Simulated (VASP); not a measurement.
A run of VASP 6.6.1 is set up as follows.

Contents of POSCAR:

```
Ir
1.0
    0.0000000000      1.9091481757      1.9091481757
    1.9091481757      0.0000000000      1.9091481757
    1.9091481757      1.9091481757      0.0000000000
Ir
1
Direct
    0.0000000000      0.0000000000      0.0000000000
```

INCAR.step1

```
SYSTEM = Ir
PREC = Accurate
ENCUT = 550
ISMEAR = 0
SIGMA = 0.05
LREAL = .False.
LASPH = .True.
NELM = 120
NBANDS = 14
GGA = PE
ALGO = Normal
EDIFF = 1E-5
LWAVE = .True.
LCHARG = .False.
GGA_COMPAT = .False.
```

File INCAR.step2:

```
SYSTEM = Ir
PREC = Accurate
ENCUT = 550
EDIFF = 1E-6
ISMEAR = 0
SIGMA = 0.05
LREAL = .False.
LASPH = .True.
NELM = 120
ALGO = Normal
ISIF = 2
LWAVE = .False.
LCHARG = .False.
METAGGA = R2SCAN
LMIXTAU = .True.
NBANDS = 14
ISTART = 1
GGA_COMPAT = .False.
```

File KPOINTS:

```
regular mesh
0
Gamma
  20 20 20
  0 0 0
```

Potentials or basis: VASP PAW PBE potentials, release 64 (Ir_sv_GW).

Command:

```sh
$ cat potpaw_PBE.64/Ir_sv_GW/POTCAR > POTCAR
$ cp INCAR.step1 INCAR
$ mpirun -np 1 vasp_std > vasp.out
$ cp INCAR.step2 INCAR
$ mpirun -np 1 vasp_std > vasp.out
```

Problem. Estimate the pressure.

Solution. 5.7 GPa.

Caveat: the PAW data sets were made with another functional, which shifts forces and pressure a little.
